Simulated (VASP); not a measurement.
TaVN2: single point with PBEsol

Crystal: TaVN2.

```
CELL_PARAMETERS angstrom
3.09000 0.00000 0.00000
0.00000 3.09000 0.00000
0.00000 0.00000 4.35260
ATOMIC_POSITIONS crystal
Ta 0.00000 0.00000 0.00000
V 0.50000 0.50000 0.50000
N 0.50000 0.50000 0.00000
N 0.00000 0.00000 0.50000
```

| Quantity | Value |
| --- | --- |
| Program | VASP 6.6.1 |
| Task | single point |
| Functional | PBEsol |
| Potentials or basis | VASP PAW PBE potentials, release 64 (Ta_pv, V_sv, N) |
| Cutoff | 520 eV |
| k mesh | 9 × 9 × 6 |
| Occupations | fermi-dirac, width 0.05 eV |
| Spin | collinear spin, ferromagnetic start |
| Starting moments | [0.0, 2.0, 0.0, 0.0] μB |
| Dipole correction | no |
| Further INCAR settings | ALGO = Normal; EDIFF = 1e-07; NBANDS = 29 |

- Pressure: -20.3 GPa
- Net moment: 1.14 μB per cell
- Site moments: Ta -0.05; V +1.09; N +0.01 μB
- Valence electrons inside the program's atomic spheres: Ta 8.87; V 11.50; N 3.73, 3.68

Stress tensor (GPa, compression positive):
```
-20.08   0.00   0.00
  0.00 -20.08   0.00
  0.00   0.00 -20.62
```

Levels at points of the mesh, in eV from the Fermi level:
Spin up:
```csv
k point,band 14,band 15,band 16,band 17,band 18,band 19,band 20,band 21
"(0.00, 0.00, 0.00)",-2.78,-2.77,-2.77,-1.76,-1.76,-1.68,-0.49,-0.32
"(0.00, 0.00, 0.50)",-3.97,-3.97,-3.85,-2.67,-0.28,0.13,0.13,1.23
```
Spin down:
```tsv
k point	band 14	band 15	band 16	band 17	band 18	band 19	band 20	band 21
(0.00, 0.00, 0.00)	-2.74	-2.74	-2.72	-1.11	-1.11	-1.03	0.08	0.17
(0.00, 0.00, 0.50)	-3.96	-3.96	-3.86	-1.91	0.42	1.21	1.29	1.29
```

It took 95 s on 1 thread of Intel(R) Xeon(R) Platinum 8488C (Sapphire Rapids), with other jobs on the host, peak memory 0.24 GiB.

Caveat: the cell stands under tension; the PAW data sets were made with another functional, which shifts forces and pressure a little; spin-orbit coupling is left out, which moves the levels of the heavy elements. With open d or f shells a metallic result of PBEsol can be an artefact of self-interaction; +U or a hybrid may open a gap.
